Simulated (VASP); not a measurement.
# Cr (Im-3m) in VASP: a series of runs, part 2 of 2

VASP 6.6.1.

## Step 5: Single point, r2SCAN, collinear spin, ferromagnetic start

File POSCAR:

```
Cr
1.0
   -1.4148813462      1.4148813462      1.4148813462
    1.4148813462     -1.4148813462      1.4148813462
    1.4148813462      1.4148813462     -1.4148813462
Cr
1
Direct
    0.0000000000      0.0000000000      0.0000000000
```

File INCAR.step1:

```
  PREC = Accurate
  ENCUT = 520
  ISMEAR = -1
  SIGMA = 0.05
  LREAL = False
  LASPH = True
  NELM = 150
  ISPIN = 2
  MAGMOM = 1.5
  LMAXMIX = 4
  NBANDS = 16
  GGA = PE
  ALGO = Normal
  EDIFF = 1E-4
  LWAVE = True
  LCHARG = False
```

File INCAR.step2:

```
  PREC = Accurate
  ENCUT = 520
  EDIFF = 1E-6
  ISMEAR = -1
  SIGMA = 0.05
  LREAL = False
  LASPH = True
  NELM = 150
  ALGO = Normal
  ISIF = 2
  LWAVE = False
  LCHARG = False
  ISPIN = 2
  MAGMOM = 1.5
  LORBIT = 11
  LMAXMIX = 4
  METAGGA = R2SCAN
  LMIXTAU = True
  NBANDS = 16
  ISTART = 1
```

File KPOINTS:

```
regular mesh
0
Gamma
  2 2 2
```

Potentials or basis: VASP PAW PBE potentials, release 64 (Cr_pv).

Run with:

```
cat potpaw_PBE.64/Cr_pv/POTCAR > POTCAR
cp INCAR.step1 INCAR
mpirun -np 1 vasp_std > vasp.out
cp INCAR.step2 INCAR
mpirun -np 1 vasp_std > vasp.out
```

OUTCAR:

```text
PREC = Accurate
   ENCUT = 520
   EDIFF = 1E-6
   ISMEAR = -1
   LREAL = False
   LASPH = True
   NELM = 150
   ISIF = 2
   ISPIN = 2
   LORBIT = 11
   METAGGA = R2SCAN
   ISTART = 1

 ion  position               nearest neighbor table
   1  0.000  0.000  0.000-

  LATTYP: Found a body centered cubic cell.
 ALAT       =     2.8297626924

  Lattice vectors:

 A1 = (  -1.4148813462,   1.4148813462,   1.4148813462)
 A2 = (   1.4148813462,  -1.4148813462,   1.4148813462)
 A3 = (   1.4148813462,   1.4148813462,  -1.4148813462)

Analysis of symmetry for initial positions (statically):
=====================================================================
 Subroutine PRICEL returns:
 Original cell was already a primitive cell.

 Routine SETGRP: Setting up the symmetry group for a
 body centered cubic supercell.

 Subroutine GETGRP returns: Found 48 space group operations
 (whereof 48 operations were pure point group operations)
 out of a pool of 48 trial point group operations.

The static configuration has the point symmetry O_h .

Analysis of symmetry for dynamics (positions and initial velocities):
=====================================================================
 Subroutine PRICEL returns:
 Original cell was already a primitive cell.

 Routine SETGRP: Setting up the symmetry group for a
 body centered cubic supercell.

 Subroutine GETGRP returns: Found 48 space group operations
 (whereof 48 operations were pure point group operations)
 out of a pool of 48 trial point group operations.

The dynamic configuration has the point symmetry O_h .

Analysis of structural, dynamic, and magnetic symmetry:
=====================================================================
 Subroutine PRICEL returns:
 Original cell was already a primitive cell.

 Routine SETGRP: Setting up the symmetry group for a
 body centered cubic supercell.

 Subroutine GETGRP returns: Found 48 space group operations
 (whereof 48 operations were pure point group operations)
 out of a pool of 48 trial point group operations.

The overall configuration has the point symmetry O_h .

 Subroutine INISYM returns: Found 48 space group operations
 (whereof 48 operations are pure point group operations),
 and found     1 'primitive' translations

----------------------------------------------------------------------------------------

                                     Primitive cell

  volume of cell :      11.3297

  direct lattice vectors                    reciprocal lattice vectors
    -1.414881346  1.414881346  1.414881346     0.000000000  0.353386523  0.353386523
     1.414881346 -1.414881346  1.414881346     0.353386523  0.000000000  0.353386523
     1.414881346  1.414881346 -1.414881346     0.353386523  0.353386523  0.000000000

  length of vectors
     2.450646378  2.450646378  2.450646378     0.499764014  0.499764014  0.499764014

  position of ions in fractional coordinates (direct lattice)
     0.000000000  0.000000000  0.000000000

  ion indices of the primitive-cell ions
   primitive index   ion index
                 1           1

[... 36 lines left out ...]
   ions per type =               1
   NGX,Y,Z   is equivalent  to a cutoff of  12.21, 12.21, 12.21 a.u.
   NGXF,Y,Z  is equivalent  to a cutoff of  24.42, 24.42, 24.42 a.u.
 SYSTEM =  unknown system
   PREC   = accura    normal or accurate (medium, high low for compatibility)
   ISTART =      1    job   : 0-new  1-cont  2-samecut
   ICHARG =      0    charge: 1-file 2-atom 10-const
   ISPIN  =      2    spin polarized calculation?
   LNONCOLLINEAR =      F non collinear calculations
   LSORBIT =      F    spin-orbit coupling
   LASPH  =      T    aspherical Exc in radial PAW
   ENCUT  =  520.0 eV  38.22 Ry    6.18 a.u.   4.56  4.56  4.56*2*pi/ulx,y,z
   NELM   =    150;   NELMIN=  2; NELMDL=  0     # of ELM steps
   EDIFF  = 0.1E-05   stopping-criterion for ELM
   LREAL  =      F    real-space projection
   EDIFFG = 0.1E-04   stopping-criterion for IOM
   NSW    =      0    number of steps for IOM
   IBRION =     -1    ionic relax: 0-MD 1-quasi-New 2-CG
   NFREE  =      0    steps in history (QN), initial steepest desc. (CG)
   ISIF   =      2    stress and relaxation
   ISYM   =      2    0-nonsym 1-usesym 2-fastsym
   POTIM  = 0.5000    time-step for ionic-motion
   TEBEG  =    0.0;   TEEND  =   0.0 temperature during run
   PSTRESS=    0.0 pullay stress
   NELECT =      12.0000    total number of electrons
   NUPDOWN=      -1.0000    fix difference up-down
   EMIN   =  10.00;   EMAX   =-10.00  energy-range for DOS
   EFERMI =   0.00;   METHOD = LEGACY
   ISMEAR =    -1;   SIGMA  =   0.05  broadening in eV -4-tet -1-fermi 0-gaus
   EFERMI_NEDOS =   21; number of points for ismear=-14 and -15
   IALGO  =     38    algorithm
   IMIX   =      4    mixing-type and parameters
     AMIX     =   0.40;   BMIX     =  1.00
     AMIX_MAG =   1.60;   BMIX_MAG =  1.00
  volume/ion in A,a.u.               =      11.33        76.46
  Fermi-wavevector in a.u.,A,eV,Ry     =   1.668765  3.153509 37.889194  2.784777
  Thomas-Fermi vector in A             =   2.754555
   LORBIT       =     11    0 simple, 1 ext, 2 COOP (PROOUT), +10 PAW based schemes
   METAGGA = R2SCAN    functional components
   LHFCALC =     F    Hartree Fock is set to
   AEXX    =    0.0000 exact exchange contribution
   IVDW    =     0    specifies the selected vdW correction
   LEPSILON=     F    determine dielectric tensor
   LRPA    =     F    only Hartree local field effects (RPA)
 spin polarized calculation
  energy-cutoff  :      520.00
  volume of cell :       11.33
 maximum number of plane-waves:       321
   NGX =  9   NGY =  9   NGZ =  9

 number of electron      12.0000006 magnetization      -1.5000000

 Free energy of the ion-electron system (eV)
  ---------------------------------------------------
  ext. energy  EPLUGINS =         0.00000000
  ---------------------------------------------------
  free energy    TOTEN  =       -14.03373798 eV

  energy without entropy =      -14.00662316  energy(sigma->0) =      -14.02018057

 E-fermi :  12.1743     XC(G=0): -14.9343

 val. band max:       12.1402988084   @ k =   0.5000   0.0000   0.0000
 cond. band min:      12.4076961679   @ k =   0.5000   0.0000   0.0000
 fundamental gap:      0.2673973595
 Fermi energy:        12.1743122132

 spin component 1

 k-point     1 :       0.0000    0.0000    0.0000
  band No.  band energies     occupation
      1     -32.1459      1.00000
      2     -32.1458      1.00000
      3     -32.1457      1.00000
      4       4.1299      1.00000
      5      10.7173      1.00000
      6      10.7174      1.00000
[... 33 lines left out ...]
      2     -32.8642      1.00000
      3     -32.8641      1.00000
      4       8.0434      1.00000
      5       8.0436      1.00000
      6      14.4114      0.00000
[... 8 lines left out ...]
     15      37.4801      0.00000
     16      47.9886      0.00000
 Fermi energy:        12.1743122132

 spin component 2

 k-point     1 :       0.0000    0.0000    0.0000
  band No.  band energies     occupation
      1     -33.3179      1.00000
      2     -33.3179      1.00000
      3     -33.3179      1.00000
      4       1.6487      1.00000
      5      10.1551      1.00000
      6      10.1552      1.00000
[... 34 lines left out ...]
      3     -34.0249      1.00000
      4       5.8109      1.00000
      5       5.8110      1.00000
      6      13.8090      0.00000
[... 8 lines left out ...]
     15      36.1145      0.00000
     16      47.9220      0.00000

------------------------ aborting loop because EDIFF is reached ----------------------------------------

  FORCE on cell =-STRESS in cart. coord.  units (eV):
  Direction    XX          YY          ZZ          XY          YZ          ZX
  --------------------------------------------------------------------------------------
  -------------------------------------------------------------------------------------
  Total        0.3875412      0.3875412      0.3875412      0.0000000      0.0000000      0.0000000
  in kB       54.8035095     54.8035095     54.8035095      0.0000000      0.0000000      0.0000000
  external PRESSURE =      54.8035095 kB  Pullay stress =       0.0000000 kB

 VOLUME and BASIS-vectors are now :
 -----------------------------------------------------------------------------
  energy-cutoff  :      520.00
  volume of cell :       11.33
      direct lattice vectors                 reciprocal lattice vectors
    -1.414881346  1.414881346  1.414881346     0.000000000  0.353386523  0.353386523
     1.414881346 -1.414881346  1.414881346     0.353386523  0.000000000  0.353386523
     1.414881346  1.414881346 -1.414881346     0.353386523  0.353386523  0.000000000

 POSITION                                       TOTAL-FORCE (eV/Angst)
 -----------------------------------------------------------------------------------
      0.00000      0.00000      0.00000        -0.000000     -0.000000      0.000000
 -----------------------------------------------------------------------------------
    total drift:                                0.000000     -0.000000      0.000000

  FREE ENERGIE OF THE ION-ELECTRON SYSTEM (eV)
  ---------------------------------------------------
  free  energy   TOTEN  =       -14.0337379764 eV

  energy  without entropy=      -14.0066231555  energy(sigma->0) =      -14.02018057

 total charge

# of ion       s       p       d       tot
------------------------------------------
    1        0.557   6.418   4.347  11.322

 magnetization (x)

# of ion       s       p       d       tot
------------------------------------------
    1       -0.024  -0.459  -0.687  -1.171
```

Wall time 8.5 s (1 thread of AMD EPYC 7R13 (Zen 3), shared host); peak memory 0.09 GiB.

Results:

- Free energy: -14.0337 eV
- Pressure: 5.5 GPa
- Net moment: -1.50 μB per cell
- Site moments: Cr -1.17 μB
- Valence electrons inside the program's atomic spheres: Cr 11.32

Caveat: the k points lie up to 1.57 Å⁻¹ apart; the PAW data sets were made with another functional, which shifts forces and pressure a little.
